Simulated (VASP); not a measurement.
# AlN (P6_3mc) in VASP: further runs, part 2 of 2

VASP 6.6.1. Earlier steps stand in the parts before.

## 5. Relaxation of the atoms, PBE

This run uses another cell than the first one, of 10.63 Å³/atom.

The input, INCAR:

```
PREC = Accurate
ENCUT = 520
EDIFF = 1E-6
ISMEAR = 0
SIGMA = 0.05
LREAL = False
LASPH = True
NELM = 100
ALGO = Normal
ISIF = 2
LWAVE = False
LCHARG = False
GGA = PE
IBRION = 2
NSW = 50
EDIFFG = -0.01
```

The input, KPOINTS:

```
regular mesh
0
Gamma
  9 9 6
```

The input, POSCAR:

```
AlN
1.0
    3.1925000000      0.0000000000      0.0000000000
   -1.5962500000      2.7647861016      0.0000000000
    0.0000000000      0.0000000000      4.8163000000
Al N
2 2
Direct
    0.3333333333      0.6666666667      0.0017290859
    0.6666666667      0.3333333333      0.5017290859
    0.3333333333      0.6666666667      0.3832709141
    0.6666666667      0.3333333333      0.8832709141
```

Launch:

```sh
> cat potpaw_PBE.64/Al/POTCAR potpaw_PBE.64/N/POTCAR > POTCAR
> mpirun -np 1 vasp_std > vasp.out
```

Run time: 66 s. Hardware: 1 thread of Intel Xeon 8259CL, shared host; peak memory 0.16 GiB.

It converged, with:

| Quantity | Value |
| --- | --- |
| Free energy | -29.7010 eV |
| Energy gained by relaxing | 12.3 meV/atom |
| Ionic steps | 3 |
| Pressure after relaxing | -1.0 GPa |
| Band gap on the k mesh | 3.70 eV |

Forces in eV/Å, atoms in the order of the input:
```
Al   0.000  0.000 -0.002
Al   0.000  0.000 -0.002
N    0.000  0.000  0.002
N    0.000  0.000  0.002
```

Stress tensor (GPa, compression positive):
```
-5.54  0.00  0.00
 0.00 -5.54  0.00
 0.00  0.00  8.21
```

The path:
| step | energy change (eV) | largest force (eV/Å) | pressure (GPa) |
| --- | --- | --- | --- |
| 1 | 0.0000 | 0.8532 | 0.47 |
| 2 | -0.0445 | 0.2216 | -1.24 |
| 3 | -0.0492 | 0.0022 | -0.96 |

Final structure:
```
CELL_PARAMETERS angstrom
3.19250 0.00000 0.00000
-1.59625 2.76479 0.00000
0.00000 0.00000 4.81630
ATOMIC_POSITIONS crystal
Al 0.33333 0.66667 0.99536
Al 0.66667 0.33333 0.49536
N 0.33333 0.66667 0.38964
N 0.66667 0.33333 0.88964
```

Levels at points of the mesh, in eV from the valence-band top:
```
           k point  band 4  band 5  band 6  band 7  band 8  band 9  band 10  band 11  band 12
(0.00, 0.00, 0.00)   -1.51   -1.51   -0.68   -0.68    0.00    3.70     5.65    10.11    10.11
(0.00, 0.00, 0.50)   -3.35   -1.11   -1.11   -1.11   -1.11    5.81     5.81    10.07    10.07
```

## 6. Relaxation of the atoms, PBE

This run uses another cell than the first one, of 10.63 Å³/atom.

The input, INCAR:

```
PREC = Accurate ; ENCUT = 520
EDIFF = 1E-6 ; ISMEAR = 0
SIGMA = 0.05 ; LREAL = F
LASPH = T ; NELM = 100
ALGO = Normal ; ISIF = 2
LWAVE = F ; LCHARG = F
GGA = PE ; IBRION = 2
NSW = 50 ; EDIFFG = -0.01
```

The input, KPOINTS:

```
Automatic mesh
0
Gamma
  9 9 6
```

The input, POSCAR:

```
AlN
1.0
    3.0673000000      0.0000000000      0.0000000000
   -1.5336500000      2.6563597210      0.0000000000
    0.0000000000      0.0000000000      5.2176000000
Al N
2 2
Direct
    0.3333333333      0.6666666667      0.0017290859
    0.6666666667      0.3333333333      0.5017290859
    0.3333333333      0.6666666667      0.3832709141
    0.6666666667      0.3333333333      0.8832709141
```

Potentials or basis: VASP PAW PBE potentials, release 64 (Al, N).

Launch:

```sh
> cat potpaw_PBE.64/Al/POTCAR potpaw_PBE.64/N/POTCAR > POTCAR
> mpirun -np 1 vasp_std > vasp.out
```

OUTCAR:

```text
PREC = Accurate
   ENCUT = 520
   EDIFF = 1E-6
   ISMEAR = 0
   LREAL = F
   LASPH = T
   NELM = 100
   ISIF = 2
   GGA = PE
   IBRION = 2
   NSW = 50
   EDIFFG = -0.01

 ion  position               nearest neighbor table
   1  0.333  0.667  0.002-   4 1.88   4 1.88   4 1.88   3 1.99   2 3.15   2 3.15   2 3.15   2 3.15
                             2 3.15   2 3.15
   2  0.667  0.333  0.502-   3 1.88   3 1.88   3 1.88   4 1.99   1 3.15   1 3.15   1 3.15   1 3.15
                             1 3.15   1 3.15
   3  0.333  0.667  0.383-   2 1.88   2 1.88   2 1.88   1 1.99
[... 616 lines left out ...]
  -------------------------------------------------------------------------------------
  Total        1.7969771      1.7969771     -3.1077179      0.0000000      0.0000000      0.0000000
  in kB       67.7234712     67.7234712   -117.1219393      0.0000000      0.0000000      0.0000000
  external PRESSURE =       6.1083344 kB  Pullay stress =       0.0000000 kB

 VOLUME and BASIS-vectors are now :
 -----------------------------------------------------------------------------
  energy-cutoff  :      520.00
  volume of cell :       42.51
      direct lattice vectors                 reciprocal lattice vectors
     3.067300000  0.000000000  0.000000000     0.326019626  0.188227519  0.000000000
    -1.533650000  2.656359721  0.000000000     0.000000000  0.376455038  0.000000000
     0.000000000  0.000000000  5.217600000     0.000000000  0.000000000  0.191659000

 POSITION                                       TOTAL-FORCE (eV/Angst)
 -----------------------------------------------------------------------------------
     -0.00000      1.77091      0.03265        -0.000000     -0.000000      0.001131
      1.53365      0.88545      2.64145         0.000000     -0.000000      0.001131
     -0.00000      1.77091      1.97612         0.000000     -0.000000     -0.001131
      1.53365      0.88545      4.58492        -0.000000      0.000000     -0.001131
 -----------------------------------------------------------------------------------
    total drift:                               -0.000000     -0.000000      0.000111

  FREE ENERGIE OF THE ION-ELECTRON SYSTEM (eV)
  ---------------------------------------------------
  free  energy   TOTEN  =       -29.6874452018 eV

  energy  without entropy=      -29.6874452018  energy(sigma->0) =      -29.68744520

 reached required accuracy - stopping structural energy minimisation
```

OSZICAR:

```text
N       E                     dE             d eps       ncg     rms          rms(c)
DAV:   1     0.541338901533E+02    0.54134E+02   -0.76096E+03  1152   0.119E+03
DAV:   2    -0.303505820428E+02   -0.84484E+02   -0.77645E+02  1712   0.227E+02
[... 14 lines left out ...]
DAV:   2    -0.296894111801E+02   -0.44349E-02   -0.74343E-02  1372   0.234E+00    0.230E-01
DAV:   3    -0.296876761408E+02    0.17350E-02   -0.18183E-03  1392   0.496E-01    0.105E-01
DAV:   4    -0.296874352235E+02    0.24092E-03   -0.20443E-03  1356   0.411E-01    0.357E-02
DAV:   5    -0.296874452828E+02   -0.10059E-04   -0.24372E-04  1252   0.151E-01    0.249E-02
DAV:   6    -0.296874513720E+02   -0.60892E-05   -0.13766E-05  1344   0.368E-02    0.171E-02
DAV:   7    -0.296874448838E+02    0.64882E-05   -0.16627E-05  1352   0.474E-02    0.422E-03
DAV:   8    -0.296874452018E+02   -0.31796E-06   -0.40445E-06  1004   0.155E-02
   2 F= -.29687445E+02 E0= -.29687445E+02  d E =-.241175E-01
```

CONTCAR:

```text
AlN
   1.00000000000000
     3.0672999999999999    0.0000000000000000    0.0000000000000000
    -1.5336500000000000    2.6563597209999998    0.0000000000000000
     0.0000000000000000    0.0000000000000000    5.2176000000000000
  Al              N
     2     2
Direct
     0.3333333332999970    0.6666666667000030    0.0062583233730883
     0.6666666667000030    0.3333333332999970    0.5062583233730883
     0.3333333332999970    0.6666666667000030    0.3787416766269168
     0.6666666667000030    0.3333333332999970    0.8787416766269168

  0.00000000E+00  0.00000000E+00  0.00000000E+00
  0.00000000E+00  0.00000000E+00  0.00000000E+00
  0.00000000E+00  0.00000000E+00  0.00000000E+00
  0.00000000E+00  0.00000000E+00  0.00000000E+00
```

Wall time 19 s (1 thread of Intel Xeon Platinum 8488C (Sapphire Rapids), shared host); peak memory 0.16 GiB.

What came out:

| Property | Result |
| --- | --- |
| Free energy | -29.6874 eV |
| Energy gained by relaxing | 6.0 meV/atom |
| Ionic steps | 2 |
| Pressure after relaxing | 0.6 GPa |
| Band gap on the k mesh | 3.95 eV |

The path:
```tsv
step	energy change (eV)	largest force (eV/Å)	pressure (GPa)
1	0.0000	0.4899	1.41
2	-0.0241	0.0011	0.61
```

Final structure:
```yaml
crystal:
  lattice:
    - [3.06730, 0.00000, 0.00000]
    - [-1.53365, 2.65636, 0.00000]
    - [0.00000, 0.00000, 5.21760]
  atoms:
    - { symbol: Al, position: [0.33333, 0.66667, 0.00626] }
    - { symbol: Al, position: [0.66667, 0.33333, 0.50626] }
    - { symbol: N, position: [0.33333, 0.66667, 0.37874] }
    - { symbol: N, position: [0.66667, 0.33333, 0.87874] }
```

## 7. Summary

| cell | gap on the mesh (eV) | pressure (GPa) |
| --- | --- | --- |
| atoms relaxed from a = 3.036, b = 3.036, c = 5.218 Å, angles 90.0, 90.0, 120.0°, 4 atoms | 4.04 | 4.9 |
| atoms relaxed from a = 3.161, b = 3.161, c = 4.816 Å, angles 90.0, 90.0, 120.0°, 4 atoms | 3.92 | 3.2 |
| atoms relaxed from a = 3.099, b = 3.099, c = 5.017 Å, angles 90.0, 90.0, 120.0°, 4 atoms | 4.27 | 4.0 |
| atoms relaxed from a = 3.192, b = 3.193, c = 4.816 Å, angles 90.0, 90.0, 120.0°, 4 atoms | 3.70 | -1.0 |
| atoms relaxed from a = 3.067, b = 3.067, c = 5.218 Å, angles 90.0, 90.0, 120.0°, 4 atoms | 3.95 | 0.6 |

Alike in all rows: task relaxation of the atoms; level PBE; potentials or basis VASP PAW PBE potentials, release 64 (Al, N); no spin polarisation; k mesh 9 × 9 × 6; cutoff (eV) 520; smearing gaussian 0.05 eV.

Absolute energies hang on the potentials; compare differences alone.

## 8. How close it comes

Step 5. Measured gap of AlN: 6.034 eV (an exciton energy, a little under the gap; 10 K; quoted in “Self-assembly of well-separated AlN nanowires directly on sputtered metallic TiN films”, 2019, arxiv:1910.07391). This calculation gives 3.70 eV (-2.33 eV). 2 values of this kind are on record (6.034 to 6.0343 eV); this one was drawn at random. The value is that of PBE on a finite k mesh, which can miss the band edges, without temperature or zero-point motion. Semilocal functionals fall short of measured gaps as a rule.

Step 6. Measured gap of AlN: 6.0343 eV (an exciton energy, a little under the gap; 0 K; quoted in “Structural and optical properties of self-assembled AlN nanowires grown on SiO2/Si substrates by molecular beam epitaxy”, 2024, arxiv:2402.00216). This calculation gives 3.95 eV (-2.08 eV). 2 values of this kind are on record (6.034 to 6.0343 eV); this one was drawn at random. The value is that of PBE, without temperature or zero-point motion. Semilocal functionals fall short of measured gaps as a rule.
